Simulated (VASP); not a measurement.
Set up this calculation in VASP 6.6.1, as the native input.

```yaml
Task: single point
Functional: PBE
Potentials_or_basis: VASP PAW PBE potentials, release 64 (Na_pv, Cl)
Cutoff: 520 eV
k_mesh: 8 × 8 × 8
Occupations: gaussian, width 0.01 eV
Spin: no spin polarisation
Dipole_correction: no
Further_INCAR_settings: ALGO = Normal; EDIFF = 1e-07; NBANDS = 14
```

The structure of NaCl lies in POSCAR:

```
NaCl
1.0
    0.0000000000      2.8477874001      2.8477874001
    2.8477874001      0.0000000000      2.8477874001
    2.8477874001      2.8477874001      0.0000000000
Na Cl
1 1
Direct
    0.0000000000      0.0000000000      0.0000000000
    0.5000000000      0.5000000000      0.5000000000
```

These files were run (other wordings do the same):

INCAR

```
PREC = Accurate
ENCUT = 520
EDIFF = 1E-7
ISMEAR = 0
SIGMA = 0.01
LREAL = False
LASPH = True
NELM = 100
ALGO = Normal
ISIF = 2
LWAVE = False
LCHARG = False
GGA = PE
NBANDS = 14
```

KPOINTS

```
regular mesh
0
Gamma
  8 8 8
```

Potentials or basis: VASP PAW PBE potentials, release 64 (Na_pv, Cl).

Run with:

```sh
$ cat potpaw_PBE.64/Na_pv/POTCAR potpaw_PBE.64/Cl/POTCAR > POTCAR
$ mpirun -np 1 vasp_std > vasp.out
```

It gave:

```yaml
Pressure: 0.0 GPa
Band_gap_on_the_k_mesh: 5.00 eV, direct
```

Run time: 16 s on 1 thread of AMD EPYC 7R13 Processor (Zen 3) (shared host), peak memory 0.13 GiB.
